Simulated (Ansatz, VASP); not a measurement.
**C: VASP beside Ansatz**

File INCAR:

```
SYSTEM = C
  PREC = Accurate
  ENCUT = 520
  EDIFF = 1E-6
  ISMEAR = 0
  SIGMA = 0.05
  LREAL = .False.
  LASPH = .True.
  NELM = 100
  ALGO = Normal
  ISIF = 2
  LWAVE = .False.
  LCHARG = .False.
  GGA = CA
  NBANDS = 11
```

The input KPOINTS:

```
regular mesh
0
Gamma
  12 12 12
  0 0 0
```

The input POSCAR:

```
C
1.0
    0.0000000000      1.7237118692      1.8529902594
    1.7237118692      0.0000000000      1.8529902594
    1.7237118692      1.7237118692      0.0000000000
C
2
Direct
    0.5000000000      0.5000000000      0.5000000000
    0.7500000000      0.7500000000      0.7500000000
```

Input for Ansatz:

```yaml
crystal:
  lattice:
    - [0.0, 1.7237118692, 1.8529902594]
    - [1.7237118692, 0.0, 1.8529902594]
    - [1.7237118692, 1.7237118692, 0.0]
  atoms:
    - { symbol: C, position: [0.5, 0.5, 0.5] }
    - { symbol: C, position: [0.75, 0.75, 0.75] }
basis:
  ecutwfc: 520.0
kpoints:
  mp_grid: { grid: [12, 12, 12] }
hamiltonian:
  xc: lda
  pseudopotentials: { kind: paw, azcp: { folder: soft_1 } }
scf:
  occupations: { method: gaussian, width: 0.05 }
output:
  forces: true
  stress: true
  eigenvalues: true
  write_density: true
  write_potential: true
  elf: true
  volumetric_format: npy
```

Alike in both runs: task single point; functional LDA; k mesh 12 × 12 × 12; occupations gaussian, width 0.05 eV; no spin polarisation.

|  | VASP | Ansatz |
| --- | --- | --- |
| version | VASP 6.6.1 | Ansatz 0.2.0 |
| potentials or method | VASP PAW LDA potentials, release 64 (C), cutoff 520 eV | scalar-relativistic, plane waves, PAW |
| valence electrons in the cell | 8 | 8 |

```tsv
	VASP	Ansatz	Ansatz less VASP
gap on the k mesh at the Fermi level (eV)	3.28	3.28	+0.008
least direct gap on the mesh (eV)	4.98	4.98	-0.002
pressure (GPa)	1.8	0.1	-1.69
traceless stress, the component that is largest in VASP (GPa)	-49.36	-49.44	-0.075
```

Ansatz warns that its potentials were made for another functional, while VASP's fit it. LDA's correlation is that of Perdew and Zunger in VASP and of Perdew and Wang (1992) in Ansatz.
